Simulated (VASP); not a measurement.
# Cr (Fm-3m) in VASP: a series of runs

The runs below take Cr through single point, relaxation of cell and atoms, with BLYP.

Everything below comes from runs of VASP 6.6.1. Logs are shortened: lines on timing, memory, paths and dates and some standing lists are left out, and cuts for length are marked.

### 1 The cell of the first run

The structure is cubic, space group Fm-3m (No. 225). Conventional cell: a = 3.660 Å, b = 3.660 Å, c = 3.660 Å, α = 90.00°, β = 90.00°, γ = 90.00°. Within 3.4 Å of Cr (site symmetry m-3m) lie 12 Cr at 2.59 Å.

This isn't the form of Cr at room conditions, which is bcc.

### 2 Single point, BLYP, collinear spin, ferromagnetic start

Input file INCAR:

```
PREC = Accurate ; ENCUT = 520
EDIFF = 1E-6 ; ISMEAR = -1
SIGMA = 0.05 ; LREAL = F
LASPH = T ; NELM = 150
ALGO = Normal ; ISIF = 2
LWAVE = F ; LCHARG = F
ISPIN = 2 ; MAGMOM = 1.5
LORBIT = 11 ; LMAXMIX = 4
GGA = B5 ; ALDAX = 1.0
AGGAX = 1.0 ; AGGAC = 1.0
ALDAC = 0.0 ; NBANDS = 16
```

Input file KPOINTS:

```
regular mesh
0
Gamma
  15 15 15
```

Input file POSCAR:

```
Cr
1.0
    0.0000000000      1.8301152786      1.8301152786
    1.8301152786      0.0000000000      1.8301152786
    1.8301152786      1.8301152786      0.0000000000
Cr
1
Direct
    0.0000000000      0.0000000000      0.0000000000
```

Potentials or basis: VASP PAW PBE potentials, release 64 (Cr_pv).

On the command line:

```bash
$ cat potpaw_PBE.64/Cr_pv/POTCAR > POTCAR
$ mpirun -np 1 vasp_std > vasp.out
```

OUTCAR:

```text
PREC = Accurate
   ENCUT = 520
   EDIFF = 1E-6
   ISMEAR = -1
   LREAL = F
   LASPH = T
   NELM = 150
   ISIF = 2
   ISPIN = 2
   LORBIT = 11
   GGA = B5

 ion  position               nearest neighbor table
   1  0.000  0.000  0.000-

  LATTYP: Found a face centered cubic cell.
 ALAT       =     3.6602305572

  Lattice vectors:

 A1 = (   0.0000000000,   1.8301152786,   1.8301152786)
 A2 = (   1.8301152786,   0.0000000000,   1.8301152786)
 A3 = (   1.8301152786,   1.8301152786,   0.0000000000)

Analysis of symmetry for initial positions (statically):
=====================================================================
 Subroutine PRICEL returns:
 Original cell was already a primitive cell.

 Routine SETGRP: Setting up the symmetry group for a
 face centered cubic supercell.

 Subroutine GETGRP returns: Found 48 space group operations
 (whereof 48 operations were pure point group operations)
 out of a pool of 48 trial point group operations.

The static configuration has the point symmetry O_h .

Analysis of symmetry for dynamics (positions and initial velocities):
=====================================================================
 Subroutine PRICEL returns:
 Original cell was already a primitive cell.

 Routine SETGRP: Setting up the symmetry group for a
 face centered cubic supercell.

 Subroutine GETGRP returns: Found 48 space group operations
 (whereof 48 operations were pure point group operations)
 out of a pool of 48 trial point group operations.

The dynamic configuration has the point symmetry O_h .

Analysis of structural, dynamic, and magnetic symmetry:
=====================================================================
 Subroutine PRICEL returns:
 Original cell was already a primitive cell.

 Routine SETGRP: Setting up the symmetry group for a
 face centered cubic supercell.

 Subroutine GETGRP returns: Found 48 space group operations
 (whereof 48 operations were pure point group operations)
 out of a pool of 48 trial point group operations.

The overall configuration has the point symmetry O_h .

 Subroutine INISYM returns: Found 48 space group operations
 (whereof 48 operations are pure point group operations),
 and found     1 'primitive' translations

----------------------------------------------------------------------------------------

                                     Primitive cell
[... 102 lines left out ...]
   EMIN   =  10.00;   EMAX   =-10.00  energy-range for DOS
   EFERMI =   0.00;   METHOD = LEGACY
   ISMEAR =    -1;   SIGMA  =   0.05  broadening in eV -4-tet -1-fermi 0-gaus
   EFERMI_NEDOS =   21; number of points for ismear=-14 and -15
   IALGO  =     38    algorithm
   IMIX   =      4    mixing-type and parameters
     AMIX     =   0.40;   BMIX     =  1.00
     AMIX_MAG =   1.60;   BMIX_MAG =  1.00
  volume/ion in A,a.u.               =      12.26        82.73
  Fermi-wavevector in a.u.,A,eV,Ry     =   1.625474  3.071701 35.948865  2.642167
  Thomas-Fermi vector in A             =   2.718592
   LORBIT       =     11    0 simple, 1 ext, 2 COOP (PROOUT), +10 PAW based schemes
   GGA     = B5    functional components
   LHFCALC =     F    Hartree Fock is set to
   AEXX    =    0.0000 exact exchange contribution
   IVDW    =     0    specifies the selected vdW correction
   LEPSILON=     F    determine dielectric tensor
   LRPA    =     F    only Hartree local field effects (RPA)
 spin polarized calculation
  energy-cutoff  :      520.00
  volume of cell :       12.26
 maximum number of plane-waves:       338
   NGX =  9   NGY =  9   NGZ =  9

 number of electron      11.9999998 magnetization       0.1557409

 number of electron      11.9999998 magnetization      -0.0002331

 Free energy of the ion-electron system (eV)
  ---------------------------------------------------
  ext. energy  EPLUGINS =         0.00000000
  ---------------------------------------------------
  free energy    TOTEN  =        -7.96257252 eV

  energy without entropy =       -7.94756360  energy(sigma->0) =       -7.95506806

 E-fermi :  10.3921     XC(G=0): -12.7450

 val. band max:       10.3917166163   @ k =   0.4667   0.3333   0.0667
 cond. band min:      10.3961678279   @ k =   0.2667   0.2000   0.0000
 fundamental gap:      0.0044512115
 Fermi energy:        10.3920706600

 spin component 1

 k-point     1 :       0.0000    0.0000    0.0000
  band No.  band energies     occupation
      1     -31.8788      1.00000
      2     -31.8788      1.00000
      3     -31.8788      1.00000
      4       3.1936      1.00000
      5       9.9455      0.99987
      6       9.9455      0.99987
[... 435 lines left out ...]
      5       9.1758      1.00000
      6      10.4493      0.24156
[... 8 lines left out ...]
     15      41.1517      0.00000
     16      42.1418      0.00000

 [... further k-points ...]

 spin component 2

 k-point     1 :       0.0000    0.0000    0.0000
  band No.  band energies     occupation
      1     -31.8790      1.00000
      2     -31.8790      1.00000
      3     -31.8790      1.00000
      4       3.1936      1.00000
      5       9.9453      0.99987
      6       9.9453      0.99987
[... 435 lines left out ...]
      5       9.1756      1.00000
      6      10.4491      0.24227
[... 8 lines left out ...]
     15      41.1517      0.00000
     16      42.1417      0.00000

 [... further k-points ...]

------------------------ aborting loop because EDIFF is reached ----------------------------------------

  FORCE on cell =-STRESS in cart. coord.  units (eV):
  Direction    XX          YY          ZZ          XY          YZ          ZX
  --------------------------------------------------------------------------------------
  -------------------------------------------------------------------------------------
  Total       -0.0137238     -0.0137238     -0.0137238     -0.0000000     -0.0000000     -0.0000000
  in kB       -1.7935775     -1.7935775     -1.7935775     -0.0000000     -0.0000000     -0.0000000
  external PRESSURE =      -1.7935775 kB  Pullay stress =       0.0000000 kB

 VOLUME and BASIS-vectors are now :
 -----------------------------------------------------------------------------
  energy-cutoff  :      520.00
  volume of cell :       12.26
      direct lattice vectors                 reciprocal lattice vectors
     0.000000000  1.830115279  1.830115279    -0.273206833  0.273206833  0.273206833
     1.830115279  0.000000000  1.830115279     0.273206833 -0.273206833  0.273206833
     1.830115279  1.830115279  0.000000000     0.273206833  0.273206833 -0.273206833

 POSITION                                       TOTAL-FORCE (eV/Angst)
 -----------------------------------------------------------------------------------
      0.00000      0.00000      0.00000         0.000000      0.000000      0.000000
 -----------------------------------------------------------------------------------
    total drift:                                0.000000      0.000000      0.000000

  FREE ENERGIE OF THE ION-ELECTRON SYSTEM (eV)
  ---------------------------------------------------
  free  energy   TOTEN  =        -7.9625725168 eV

  energy  without entropy=       -7.9475636036  energy(sigma->0) =       -7.95506806

 total charge

# of ion       s       p       d       tot
------------------------------------------
    1        0.397   6.342   4.230  10.969

 magnetization (x)

# of ion       s       p       d       tot
------------------------------------------
    1        0.000  -0.000  -0.000  -0.000
```

OSZICAR:

```text
N       E                     dE             d eps       ncg     rms          rms(c)
DAV:   1     0.828409549038E+02    0.82841E+02   -0.61583E+03  7832   0.840E+02
DAV:   2    -0.755807520507E+01   -0.90399E+02   -0.85898E+02  8448   0.246E+02
DAV:   3    -0.912106851467E+01   -0.15630E+01   -0.15591E+01  8640   0.356E+01
DAV:   4    -0.912671200157E+01   -0.56435E-02   -0.56434E-02  9280   0.214E+00
DAV:   5    -0.912675603353E+01   -0.44032E-04   -0.44030E-04  8720   0.171E-01    0.120E+01
DAV:   6    -0.797002441334E+01    0.11567E+01   -0.20738E+00  7784   0.245E+01    0.247E+00
DAV:   7    -0.796426797964E+01    0.57564E-02   -0.59452E-02  8120   0.324E+00    0.141E+00
DAV:   8    -0.796295266751E+01    0.13153E-02   -0.20942E-03  9224   0.611E-01    0.750E-01
DAV:   9    -0.796255677348E+01    0.39589E-03   -0.21006E-03  8800   0.572E-01    0.108E-01
DAV:  10    -0.796258207320E+01   -0.25300E-04   -0.18895E-04  8304   0.140E-01    0.329E-02
DAV:  11    -0.796257654633E+01    0.55269E-05   -0.45224E-06  8936   0.216E-02    0.156E-02
DAV:  12    -0.796257280413E+01    0.37422E-05   -0.36569E-06  8184   0.186E-02    0.481E-03
DAV:  13    -0.796257251676E+01    0.28737E-06   -0.25997E-07  4232   0.538E-03
   1 F= -.79625725E+01 E0= -.79550681E+01  d E =-.150089E-01  mag=    -0.0001
```

stdout:

```text
POSCAR found type information on POSCAR Cr
 POSCAR found :  1 types and       1 ions
 scaLAPACK will be used
 -----------------------------------------------------------------------------
|                                                                             |
|                                                                             |
|     You enforced a specific xc type in the INCAR file but a different       |
|     I HOPE YOU KNOW WHAT YOU ARE DOING!                                     |
|                                                                             |
 -----------------------------------------------------------------------------

 LDA part: xc-table for (Slater(with rela. corr.)+VWN5), standard interpolation
 POSCAR, INCAR and KPOINTS ok, starting setup
 FFT: planning ... GRIDC
 FFT: planning ... GRID_SOFT
 FFT: planning ... GRID
 WAVECAR not read
 entering main loop
```

It took 59 s on 1 thread of Intel Xeon Platinum 8259CL at 2.50GHz (Skylake/Cascade Lake), shared host; peak memory 0.15 GiB.

What came out:

```
Free energy                                           : -7.9626 eV
Pressure                                              : -0.2 GPa
Band gap on the k mesh                                : zero (filled and empty bands overlap)
Net moment                                            : 0.00 μB per cell
Valence electrons inside the program's atomic spheres : Cr 10.97
```

Caveat: an empty level that is flat over the whole mesh can mark a ghost state of the potentials, or a narrow d or f band; the moments typed at the start vanished in this run; the PAW data sets were made with another functional, which shifts forces and pressure a little.

### 3 Relaxation of cell and atoms, BLYP, collinear spin, ferromagnetic start

This run uses another cell than the first one, of 11.99 Å³/atom.

Input file INCAR:

```
SYSTEM = Cr
AGGAC = 1.0 ; AGGAX = 1.0
ALDAC = 0.0 ; ALDAX = 1.0
ALGO = Normal ; EDIFF = 1E-6
EDIFFG = -0.01 ; ENCUT = 600
GGA = B5 ; IBRION = 2
ISIF = 3 ; ISMEAR = -1
ISPIN = 2 ; LASPH = .TRUE.
LCHARG = .FALSE. ; LMAXMIX = 4
LORBIT = 11 ; LREAL = .FALSE.
LWAVE = .FALSE. ; MAGMOM = 1.5
NELM = 150 ; NSW = 80
PREC = Accurate ; SIGMA = 0.05
```

Input file KPOINTS:

```
k-points
0
G
  15 15 15
  0 0 0
```

Input file POSCAR:

```
Cr
1.0
    0.0000000000      1.8167431579      1.8167431579
    1.8167431579      0.0000000000      1.8167431579
    1.8167431579      1.8167431579      0.0000000000
Cr
1
Direct
    0.0000000000      0.0000000000      0.0000000000
```

Potentials or basis: VASP PAW PBE potentials, release 64 (Cr_pv).

On the command line:

```bash
$ cat potpaw_PBE.64/Cr_pv/POTCAR > POTCAR
$ mpirun -np 1 vasp_std > vasp.out
```

Wall time 1.7 min (1 thread of Intel Xeon Platinum 8259CL at 2.50GHz (Skylake/Cascade Lake), shared host); peak memory 0.18 GiB.

It converged, with:

```
Free energy                                           : -7.9627 eV
Relaxed volume                                        : 12.25 Å³/atom
Relaxed cell                                          : a = 2.587 Å, b = 2.587 Å, c = 2.587 Å, α = 60.00°, β = 60.00°, γ = 60.00°
Space group after relaxing (to 0.1 Å)                 : Fm-3m (No. 225)
Energy gained by relaxing                             : 3.7 meV/atom
Ionic steps                                           : 3
Pressure after relaxing                               : -0.1 GPa
Band gap on the k mesh                                : zero (filled and empty bands overlap)
Net moment                                            : 0.00 μB per cell
Valence electrons inside the program's atomic spheres : Cr 10.97
```

Step by step:
| step | energy change (eV) | largest force (eV/Å) | pressure (GPa) | volume (Å³) |
| --- | --- | --- | --- | --- |
| 1 | 0.0000 | 0.0000 | 4.70 | 11.99 |
| 2 | 0.0033 | 0.0000 | -6.01 | 12.61 |
| 3 | -0.0037 | 0.0000 | -0.06 | 12.25 |

Final structure:
```
Cr
1.0
     0.00000    1.82962    1.82962
     1.82962    0.00000    1.82962
     1.82962    1.82962    0.00000
Cr
1
Cartesian
  0.0000 0.0000 0.0000
```

Levels at points of the mesh, in eV from the Fermi level:
Spin up:
```
           k point  band 3  band 4  band 5  band 6  band 7  band 8  band 9  band 10
(0.00, 0.00, 0.00)  -42.27   -7.20   -0.45   -0.45   -0.45    1.26    1.26     7.18
```
Spin down:
```
           k point  band 4  band 5  band 6  band 7  band 8  band 9
(0.00, 0.00, 0.00)   -7.20   -0.45   -0.45   -0.45    1.26    1.26
```

Caveat: an empty level that is flat over the whole mesh can mark a ghost state of the potentials, or a narrow d or f band; the moments typed at the start vanished in this run; the PAW data sets were made with another functional, which shifts forces and pressure a little.

### 4 Single point, BLYP, collinear spin, ferromagnetic start (10.79 Å³/atom)

This run uses another cell than the first one, of 10.79 Å³/atom.

Input file INCAR:

```
SYSTEM = Cr
PREC     = Accurate       ! precision mode
ENCUT    = 520            ! plane-wave cutoff, eV
EDIFF    = 1E-7           ! SCF threshold, eV
ISMEAR   = -1             ! smearing method
SIGMA    = 0.05           ! smearing width, eV
LREAL    = .FALSE.        ! projectors in reciprocal space
LASPH    = .TRUE.         ! aspherical terms in the spheres
NELM     = 150            ! most SCF steps
ALGO     = Normal         ! electronic algorithm
ISIF     = 2              ! what is computed and relaxed
LWAVE    = .FALSE.        ! write WAVECAR
LCHARG   = .FALSE.        ! write CHGCAR
ISPIN    = 2              ! spin polarisation
MAGMOM   = 1.5            ! initial moments
LORBIT   = 11             ! projections on sites
LMAXMIX  = 4              ! l up to which the mixer works
GGA      = B5             ! functional
ALDAX    = 1.0          
AGGAX    = 1.0          
AGGAC    = 1.0          
ALDAC    = 0.0          
NBANDS   = 16             ! bands
```

Input file KPOINTS:

```
Automatic mesh
0
G
  24 24 24
  0 0 0
```

Input file POSCAR:

```
Cr
1.0
    0.0000000000      1.7537701373      1.7537701373
    1.7537701373      0.0000000000      1.7537701373
    1.7537701373      1.7537701373      0.0000000000
Cr
1
Direct
    0.0000000000      0.0000000000      0.0000000000
```

On the command line:

```bash
$ cat potpaw_PBE.64/Cr_pv/POTCAR > POTCAR
$ mpirun -np 1 vasp_std > vasp.out
```

It took 2.3 min on 1 thread of Intel Xeon Platinum 8259CL at 2.50GHz (Skylake/Cascade Lake), shared host; peak memory 0.21 GiB.

The run converged. Its results:

| Property | Result |
| --- | --- |
| Free energy | -7.8140 eV |
| Pressure | 36.1 GPa |
| Band gap on the k mesh | zero (filled and empty bands overlap) |
| Net moment | 0.00 μB per cell |
| Valence electrons inside the program's atomic spheres | Cr 11.24 |

Levels at points of the mesh, in eV from the Fermi level:
Spin up:
```
           k point  band 2  band 3  band 4  band 5  band 6  band 7  band 8  band 9  band 10  band 11
(0.00, 0.00, 0.00)  -42.04  -42.04   -7.58   -0.55   -0.55   -0.55    1.50    1.50     7.35    20.62
(0.50, 0.00, 0.00)  -42.19  -42.19   -4.25   -0.67   -0.67    1.36    2.86    2.86     7.35    10.64
(0.50, 0.50, 0.00)  -42.44  -42.44   -4.57   -3.74    2.85    3.20    3.20    4.45     7.35    13.83
```
Spin down:
| k point | band 2 | band 3 | band 4 | band 5 | band 6 | band 7 | band 8 | band 9 | band 10 | band 11 |
| --- | --- | --- | --- | --- | --- | --- | --- | --- | --- | --- |
| (0.00, 0.00, 0.00) | -42.04 | -42.04 | -7.58 | -0.55 | -0.55 | -0.55 | 1.50 | 1.50 | 7.35 | 20.62 |
| (0.50, 0.00, 0.00) | -42.19 | -42.19 | -4.25 | -0.67 | -0.67 | 1.36 | 2.86 | 2.86 | 7.35 | 10.64 |
| (0.50, 0.50, 0.00) | -42.44 | -42.44 | -4.57 | -3.74 | 2.85 | 3.20 | 3.20 | 4.45 | 7.35 | 13.83 |

Caveat: the cell stands under pressure; an empty level that is flat over the whole mesh can mark a ghost state of the potentials, or a narrow d or f band; the moments typed at the start vanished in this run; the PAW data sets were made with another functional, which shifts forces and pressure a little.
